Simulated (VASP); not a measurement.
# Hf3N4 (I-43d) in VASP: relaxation of the atoms with PBEsol

Aim: the relaxation of the atoms of Hf3N4 with PBEsol.

Everything below comes from runs of VASP 6.6.1. Logs are shortened: lines on timing, memory, paths and dates and some standing lists are left out, and cuts for length are marked.

### 1 The cell of the first run

It takes space group I-43d (No. 220, cubic). Conventional cell: a = 6.781 Å, b = 6.781 Å, c = 6.781 Å, α = 90.00°, β = 90.00°, γ = 90.00°. Hf (site symmetry -4) has 8 N at 2.23 to 2.47 Å within 3.0 Å. N (site symmetry 3) has 6 Hf at 2.23 to 2.47 Å and 5 N at 2.64 to 2.94 Å within 3.0 Å.

### 2 Relaxation of the atoms, PBEsol (11.14 Å³/atom)

INCAR

```
PREC     = Accurate       # precision mode
ENCUT    = 520            # plane-wave cutoff, eV
EDIFF    = 1E-7           # SCF threshold, eV
ISMEAR   = 0              # smearing method
SIGMA    = 0.02           # smearing width, eV
LREAL    = False          # projectors in reciprocal space
LASPH    = True           # aspherical terms in the spheres
NELM     = 120            # most SCF steps
ALGO     = Normal         # electronic algorithm
ISIF     = 2              # what is computed and relaxed
LWAVE    = False          # write WAVECAR
LCHARG   = False          # write CHGCAR
GGA      = PS             # functional
IBRION   = 2              # ionic algorithm
NSW      = 50             # ionic steps
EDIFFG   = -0.01          # ionic threshold
GGA_COMPAT= False        
NELMIN   = 4            
KPAR     = 4
```

KPOINTS

```
regular mesh
0
Gamma
  6 6 6
```

POSCAR

```
Hf3N4
1.0
   -3.3907326956      3.3907326956      3.3907326956
    3.3907326956     -3.3907326956      3.3907326956
    3.3907326956      3.3907326956     -3.3907326956
Hf N
6 8
Direct
    0.2500000000      0.6250000000      0.3750000000
    0.3750000000      0.2500000000      0.6250000000
    0.7500000000      0.8750000000      0.1250000000
    0.1250000000      0.7500000000      0.8750000000
    0.6250000000      0.3750000000      0.2500000000
    0.8750000000      0.1250000000      0.7500000000
    0.1341814263      0.1341814263      0.1341814263
    0.8658185737      0.5000000000      0.0000000000
    0.5000000000      0.0000000000      0.3658185737
    0.0000000000      0.8658185737      0.5000000000
    0.3658185737      0.5000000000      0.0000000000
    0.6341814263      0.6341814263      0.6341814263
    0.0000000000      0.3658185737      0.5000000000
    0.5000000000      0.0000000000      0.8658185737
```

Potentials or basis: VASP PAW PBE potentials, release 64 (Hf_pv, N).

On the command line:

```sh
$ cat potpaw_PBE.64/Hf_pv/POTCAR potpaw_PBE.64/N/POTCAR > POTCAR
$ mpirun -np 4 vasp_std > vasp.out
```

OUTCAR:

```text
PREC = Accurate
   ENCUT = 520
   EDIFF = 1E-7
   ISMEAR = 0
   LREAL = False
   LASPH = True
   NELM = 120
   ISIF = 2
   GGA = PS
   IBRION = 2
   NSW = 50
   EDIFFG = -0.01
   NELMIN = 4

 ion  position               nearest neighbor table
   1  0.250  0.625  0.375-   8 2.23   9 2.23  12 2.23  13 2.23   7 2.47  10 2.47  14 2.47  11 2.47
                             5 3.17   6 3.17   2 3.17   6 3.17   5 3.17   4 3.17   4 3.17   2 3.17
   2  0.375  0.250  0.625-   9 2.23  10 2.23  11 2.23  12 2.23   7 2.47   8 2.47  13 2.47  14 2.47
                             5 3.17   6 3.17   1 3.17   1 3.17   5 3.17   3 3.17   6 3.17   3 3.17
   3  0.750  0.875  0.125-   7 2.23  10 2.23  11 2.23  14 2.23   9 2.47  12 2.47  13 2.47   8 2.47
                             6 3.17   5 3.17   4 3.17   4 3.17   2 3.17   5 3.17   2 3.17   6 3.17
   4  0.125  0.750  0.875-   7 2.23   8 2.23  13 2.23  14 2.23  12 2.47   9 2.47  11 2.47  10 2.47
                             6 3.17   3 3.17   5 3.17   6 3.17   5 3.17   1 3.17   3 3.17   1 3.17
   5  0.625  0.375  0.250-  11 2.23  12 2.23  13 2.23  14 2.23   8 2.47  10 2.47   7 2.47   9 2.47
                             1 3.17   1 3.17   4 3.17   2 3.17   3 3.17   4 3.17   3 3.17   2 3.17
   6  0.875  0.125  0.750-   7 2.23   8 2.23   9 2.23  10 2.23  11 2.47  12 2.47  13 2.47  14 2.47
                             4 3.17   4 3.17   1 3.17   3 3.17   2 3.17   1 3.17   2 3.17   3 3.17
   7  0.134  0.134  0.134-   3 2.23   4 2.23   6 2.23   2 2.47   5 2.47   1 2.47
   8  0.866  0.500  0.000-   1 2.23   4 2.23   6 2.23   2 2.47   5 2.47   3 2.47
   9  0.500  0.000  0.366-   1 2.23   2 2.23   6 2.23   4 2.47   3 2.47   5 2.47
  10  0.000  0.866  0.500-   2 2.23   3 2.23   6 2.23   5 2.47   1 2.47   4 2.47
  11  0.366  0.500  0.000-   2 2.23   3 2.23   5 2.23   4 2.47   6 2.47   1 2.47
  12  0.634  0.634  0.634-   1 2.23   2 2.23   5 2.23   4 2.47   3 2.47   6 2.47
  13  0.000  0.366  0.500-   1 2.23   4 2.23   5 2.23   2 2.47   3 2.47   6 2.47
  14  0.500  0.000  0.866-   3 2.23   4 2.23   5 2.23   2 2.47   1 2.47   6 2.47

  LATTYP: Found a body centered cubic cell.
 ALAT       =     6.7814653912

  Lattice vectors:

 A1 = (  -3.3907326956,   3.3907326956,   3.3907326956)
 A2 = (   3.3907326956,  -3.3907326956,   3.3907326956)
 A3 = (   3.3907326956,   3.3907326956,  -3.3907326956)

Analysis of symmetry for initial positions (statically):
=====================================================================
 Subroutine PRICEL returns:
 Original cell was already a primitive cell.

 Routine SETGRP: Setting up the symmetry group for a
 body centered cubic supercell.

 Subroutine GETGRP returns: Found 24 space group operations
 (whereof  3 operations were pure point group operations)
 out of a pool of 48 trial point group operations.

The static configuration has the point symmetry C_3 .
 The point group associated with its full space group is T_d .

Analysis of symmetry for dynamics (positions and initial velocities):
=====================================================================
 Subroutine PRICEL returns:
 Original cell was already a primitive cell.

 Routine SETGRP: Setting up the symmetry group for a
 body centered cubic supercell.

 Subroutine GETGRP returns: Found 24 space group operations
 (whereof  3 operations were pure point group operations)
 out of a pool of 48 trial point group operations.

The dynamic configuration has the point symmetry C_3 .
 The point group associated with its full space group is T_d .

 Subroutine INISYM returns: Found 24 space group operations
 (whereof  3 operations are pure point group operations),
 and found     1 'primitive' translations

----------------------------------------------------------------------------------------

                                     Primitive cell

  volume of cell :     155.9339

  direct lattice vectors                    reciprocal lattice vectors
    -3.390732696  3.390732696  3.390732696     0.000000000  0.147460754  0.147460754
     3.390732696 -3.390732696  3.390732696     0.147460754  0.000000000  0.147460754
     3.390732696  3.390732696 -3.390732696     0.147460754  0.147460754  0.000000000

  length of vectors
     5.872921304  5.872921304  5.872921304     0.208540998  0.208540998  0.208540998

  position of ions in fractional coordinates (direct lattice)
     0.250000000  0.625000000  0.375000000
     0.375000000  0.250000000  0.625000000
     0.750000000  0.875000000  0.125000000
     0.125000000  0.750000000  0.875000000
     0.625000000  0.375000000  0.250000000
     0.875000000  0.125000000  0.750000000
     0.134181426  0.134181426  0.134181426
     0.865818574  0.500000000  0.000000000
     0.500000000  0.000000000  0.365818574
     0.000000000  0.865818574  0.500000000
     0.365818574  0.500000000  0.000000000
     0.634181426  0.634181426  0.634181426
     0.000000000  0.365818574  0.500000000
     0.500000000  0.000000000  0.865818574

  ion indices of the primitive-cell ions
   primitive index   ion index
                 1           1
                 2           2
                 3           3
                 4           4
                 5           5
                 6           6
                 7           7
                 8           8
                 9           9
                10          10
                11          11
                12          12
                13          13
                14          14

----------------------------------------------------------------------------------------

 KPOINTS: regular mesh

Automatic generation of k-mesh.
 Grid dimensions read from file:
 generate k-points for:    6    6    6

 Generating k-lattice:

  Cartesian coordinates                     Fractional coordinates (reciprocal lattice)
     0.000000000  0.024576792  0.024576792     0.166666667  0.000000000  0.000000000
     0.024576792  0.000000000  0.024576792     0.000000000  0.166666667  0.000000000
     0.024576792  0.024576792  0.000000000     0.000000000  0.000000000  0.166666667

  Length of vectors
     0.034756833  0.034756833  0.034756833

  Shift w.r.t. Gamma in fractional coordinates (k-lattice)
     0.000000000  0.000000000  0.000000000

 Subroutine IBZKPT returns following result:
 ===========================================

 Found     16 irreducible k-points:

 Following reciprocal coordinates:
            Coordinates               Weight
  0.000000  0.000000  0.000000      1.000000
  0.166667  0.000000  0.000000     12.000000
  0.333333  0.000000  0.000000     12.000000
  0.500000  0.000000  0.000000      6.000000
  0.166667  0.166667  0.000000     24.000000
  0.333333  0.166667  0.000000     48.000000
[... 8 lines left out ...]
  0.500000  0.500000  0.333333     12.000000
  0.500000  0.500000  0.500000      1.000000
   k-points           NKPTS =     16   k-points in BZ     NKDIM =     16   number of bands    NBANDS=     60
   number of dos      NEDOS =    301   number of ions     NIONS =     14
   total plane-waves  NPLWV = 110592
   dimension x,y,z NGX =    48 NGY =   48 NGZ =   48
   dimension x,y,z NGXF=    96 NGYF=   96 NGZF=   96
   ions per type =               6   8
   NGX,Y,Z   is equivalent  to a cutoff of  13.59, 13.59, 13.59 a.u.
   NGXF,Y,Z  is equivalent  to a cutoff of  27.17, 27.17, 27.17 a.u.
 SYSTEM =  unknown system
   PREC   = accura    normal or accurate (medium, high low for compatibility)
   ISTART =      0    job   : 0-new  1-cont  2-samecut
   ICHARG =      2    charge: 1-file 2-atom 10-const
   ISPIN  =      1    spin polarized calculation?
   LNONCOLLINEAR =      F non collinear calculations
   LSORBIT =      F    spin-orbit coupling
   LASPH  =      T    aspherical Exc in radial PAW
   ENCUT  =  520.0 eV  38.22 Ry    6.18 a.u.  10.92 10.92 10.92*2*pi/ulx,y,z
   NELM   =    120;   NELMIN=  4; NELMDL= -5     # of ELM steps
   EDIFF  = 0.1E-06   stopping-criterion for ELM
   LREAL  =      F    real-space projection
   EDIFFG = -.1E-01   stopping-criterion for IOM
   NSW    =     50    number of steps for IOM
   IBRION =      2    ionic relax: 0-MD 1-quasi-New 2-CG
   NFREE  =      1    steps in history (QN), initial steepest desc. (CG)
   ISIF   =      2    stress and relaxation
   ISYM   =      2    0-nonsym 1-usesym 2-fastsym
   POTIM  = 0.5000    time-step for ionic-motion
   TEBEG  =    0.0;   TEEND  =   0.0 temperature during run
   PSTRESS=    0.0 pullay stress
   NELECT =     100.0000    total number of electrons
   NUPDOWN=      -1.0000    fix difference up-down
   EMIN   =  10.00;   EMAX   =-10.00  energy-range for DOS
   EFERMI =   0.00;   METHOD = LEGACY
   ISMEAR =     0;   SIGMA  =   0.02  broadening in eV -4-tet -1-fermi 0-gaus
   EFERMI_NEDOS =   21; number of points for ismear=-14 and -15
   IALGO  =     38    algorithm
   IMIX   =      4    mixing-type and parameters
     AMIX     =   0.40;   BMIX     =  1.00
     AMIX_MAG =   1.60;   BMIX_MAG =  1.00
  volume/ion in A,a.u.               =      11.14        75.16
  Fermi-wavevector in a.u.,A,eV,Ry     =   1.411761  2.667842 27.117364  1.993070
  Thomas-Fermi vector in A             =   2.533579
   LORBIT       =      0    0 simple, 1 ext, 2 COOP (PROOUT), +10 PAW based schemes
   GGA     = PS    functional components
   LHFCALC =     F    Hartree Fock is set to
   AEXX    =    0.0000 exact exchange contribution
   IVDW    =     0    specifies the selected vdW correction
   LEPSILON=     F    determine dielectric tensor
   LRPA    =     F    only Hartree local field effects (RPA)
 conjugate gradient relaxation of ions
 non-spin polarized calculation
 Gauss-broadening in eV      SIGMA  =   0.02
  energy-cutoff  :      520.00
  volume of cell :      155.93
 maximum number of plane-waves:      4232
 NGX is ok and might be reduce to    48
   NGX = 21   NGY = 21   NGZ = 21

--------------------------------------- Ionic step        1  -------------------------------------------

 number of electron     100.0000016 magnetization

 Free energy of the ion-electron system (eV)
  ---------------------------------------------------
  ext. energy  EPLUGINS =         0.00000000
  ---------------------------------------------------
  free energy    TOTEN  =      -156.25187979 eV

  energy without entropy =     -156.25187979  energy(sigma->0) =     -156.25187979

------------------------ aborting loop because EDIFF is reached ----------------------------------------

  FORCE on cell =-STRESS in cart. coord.  units (eV):
  Direction    XX          YY          ZZ          XY          YZ          ZX
  --------------------------------------------------------------------------------------
  -------------------------------------------------------------------------------------
  Total      -15.8067756    -15.8067756    -15.8067756      0.0000000      0.0000000     -0.0000000
  in kB     -162.4101685   -162.4101685   -162.4101685      0.0000000      0.0000000     -0.0000000
  external PRESSURE =    -162.4101685 kB  Pullay stress =       0.0000000 kB
[... 129 lines left out ...]
  energy  without entropy=     -156.2931802284  energy(sigma->0) =     -156.29318023

--------------------------------------- Ionic step        4  -------------------------------------------

 number of electron     100.0000017 magnetization

 Free energy of the ion-electron system (eV)
  ---------------------------------------------------
  ext. energy  EPLUGINS =         0.00000000
  ---------------------------------------------------
  free energy    TOTEN  =      -156.29613459 eV

  energy without entropy =     -156.29613459  energy(sigma->0) =     -156.29613459

 E-fermi :   6.3085     XC(G=0): -12.7540

 val. band max:        6.2131174724   @ k =   0.0000   0.0000   0.0000
 cond. band min:       7.1733435500   @ k =   0.0000   0.0000   0.0000
 fundamental gap:      0.9602260776
 Fermi energy:         6.3084711774

 k-point     1 :       0.0000    0.0000    0.0000
  band No.  band energies     occupation
      1     -24.4766      2.00000
      2     -24.4766      2.00000
      3     -24.4766      2.00000
      4     -24.3928      2.00000
      5     -24.3890      2.00000
      6     -24.3890      2.00000
[... 1038 lines left out ...]
  FREE ENERGIE OF THE ION-ELECTRON SYSTEM (eV)
  ---------------------------------------------------
  free  energy   TOTEN  =      -156.2961345897 eV

  energy  without entropy=     -156.2961345897  energy(sigma->0) =     -156.29613459

 reached required accuracy - stopping structural energy minimisation
```

Wall time 6.9 min (4 MPI ranks of AMD EPYC 7R43 (Zen 3), shared host); peak memory 0.36 GiB.

What came out:

* Free energy: -156.2961 eV
* Energy gained by relaxing: 3.2 meV/atom
* Ionic steps: 4
* Pressure after relaxing: -13.4 GPa
* Band gap on the k mesh: 0.96 eV

Forces in eV/Å, atoms in the order of the input:
```
Hf   0.000  0.000  0.000
Hf   0.000  0.000  0.000
Hf   0.000  0.000  0.000
Hf   0.000  0.000  0.000
Hf   0.000  0.000  0.000
Hf   0.000  0.000  0.000
N    0.002  0.002  0.002
N    0.002 -0.002 -0.002
N   -0.002 -0.002  0.002
N   -0.002  0.002 -0.002
N    0.002 -0.002 -0.002
N    0.002  0.002  0.002
N   -0.002  0.002 -0.002
N   -0.002 -0.002  0.002
```

The path:
```tsv
step	energy change (eV)	largest force (eV/Å)	pressure (GPa)
1	0.0000	0.2052	-16.24
2	-0.0148	0.1679	-15.77
3	-0.0413	0.0544	-14.22
4	-0.0443	0.0029	-13.41
```

Final structure:
```
CELL_PARAMETERS angstrom
-3.39073 3.39073 3.39073
3.39073 -3.39073 3.39073
3.39073 3.39073 -3.39073
ATOMIC_POSITIONS crystal
Hf 0.25000 0.62500 0.37500
Hf 0.37500 0.25000 0.62500
Hf 0.75000 0.87500 0.12500
Hf 0.12500 0.75000 0.87500
Hf 0.62500 0.37500 0.25000
Hf 0.87500 0.12500 0.75000
N 0.12501 0.12501 0.12501
N 0.87499 0.50000 0.00000
N 0.50000 0.00000 0.37499
N 0.00000 0.87499 0.50000
N 0.37499 0.50000 0.00000
N 0.62501 0.62501 0.62501
N 0.00000 0.37499 0.50000
N 0.50000 0.00000 0.87499
```

Levels at points of the mesh, in eV from the valence-band top:
```csv
k point,band 47,band 48,band 49,band 50,band 51,band 52,band 53,band 54
"(0.00, 0.00, 0.00)",-1.29,0.00,0.00,0.00,0.96,0.96,1.84,1.84
"(0.50, 0.00, 0.00)",-1.50,-1.50,-0.87,-0.87,2.51,2.51,2.59,2.59
"(0.50, 0.50, 0.50)",-0.59,-0.59,-0.59,-0.59,3.68,3.68,3.68,3.68
```

Caveat: the PAW data sets were made with another functional, which shifts forces and pressure a little; spin-orbit coupling is left out, which moves the levels of the heavy elements.
